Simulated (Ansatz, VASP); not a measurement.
**Two plane-wave programs on Ta2SbN**

```
Ta Sb N
1.0
     3.08275    0.00000    0.00000
    -1.54137    2.66974    0.00000
     0.00000    0.00000    7.29663
Ta Sb N
2 1 1
Direct
  0.66667 0.33333 0.68849
  0.66667 0.33333 0.31151
  0.00000 0.00000 0.00000
  0.33333 0.66667 0.50000
```

Alike in both runs: functional PBEsol; k mesh 15 × 15 × 6; occupations fermi-dirac, width 0.15 eV; no spin polarisation.

Ansatz relaxed the structure, and its values are those at the end. VASP's run is a single point on that final structure, the one shown.

```csv
,VASP,Ansatz
version,VASP 6.6.1,Ansatz 0.2.0
potentials or method,"VASP PAW PBE potentials, release 64 (Ta_pv, Sb, N), cutoff 520 eV","scalar-relativistic, plane waves, PAW"
valence electrons in the cell,32,46
```

Ansatz gave:

| Property | Result |
| --- | --- |
| gap on the k mesh at the Fermi level (eV) | none |
| pressure (GPa) | 0.0 |

Which values does VASP return?

gap on the k mesh at the Fermi level (eV): none; pressure (GPa): 0.5.

VASP's potentials were made for PBE, not for PBEsol. A gap of «none» marks a metal or a gap that the smearing closes. VASP's potentials hold 32 valence electrons a cell and Ansatz's 46, so a difference there can come from the potentials and not from the codes.

Spin-orbit coupling is off throughout.
